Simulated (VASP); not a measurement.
Set up this calculation in VASP 6.6.1, as the native input.

```
Task                   : single point
Functional             : LDA
Potentials or basis    : VASP PAW LDA potentials, release 64 (Ge_d)
Cutoff                 : 520 eV
k mesh                 : 9 × 9 × 9
Occupations            : gaussian, width 0.15 eV
Spin                   : no spin polarisation
Dipole correction      : no
Further INCAR settings : ALGO = Normal; EDIFF = 1e-07; NBANDS = 66
```

The structure of Ge lies in POSCAR:

```
Ge
1.0
    5.0021000000      2.8879637815      1.8199000000
   -5.0021000000      2.8879637815      1.8199000000
    0.0000000000     -5.7759275630      1.8199000000
Ge
8
Direct
    0.7160372200      0.7160372200      0.7160372200
    0.2839627800      0.2839627800      0.2839627800
    0.0289443367      0.7253625347      0.5322921797
    0.5322921797      0.0289443367      0.7253625347
    0.7253625347      0.5322921797      0.0289443367
    0.9710556633      0.2746374653      0.4677078203
    0.4677078203      0.9710556633      0.2746374653
    0.2746374653      0.4677078203      0.9710556633
```

These files were run (other wordings do the same):

INCAR

```
SYSTEM = Ge
ALGO = Normal ; EDIFF = 1E-7
ENCUT = 520 ; ISIF = 2
ISMEAR = 0 ; LASPH = .True.
LCHARG = .False. ; LREAL = .False.
LWAVE = .False. ; NBANDS = 66
NELM = 100 ; PREC = Accurate
SIGMA = 0.15
```

KPOINTS

```
k-points
0
Gamma
  9 9 9
  0 0 0
```

Potentials or basis: VASP PAW LDA potentials, release 64 (Ge_d).

The run is started by

```console
$ cat potpaw_LDA.64/Ge_d/POTCAR > POTCAR
$ mpirun -np 1 vasp_std > vasp.out
```

Results of the run:

```yaml
Pressure: 1.9 GPa
Largest_force: 1.123 eV/Å
Band_gap_on_the_k_mesh: zero (bands 56 and 57 overlap by 0.40 eV)
```

Caveat: the stress differs along the axes, from -2 to 11 GPa; semilocal functionals underestimate gaps, and a narrow one can read as zero; forces of over 1 eV/Å act on the atoms, so gaps and moduli don't describe the material at rest.

Wall time 11 min on 1 thread of Intel(R) Xeon(R) 6975P-C (Granite Rapids), with other jobs on the host, peak memory 0.86 GiB.
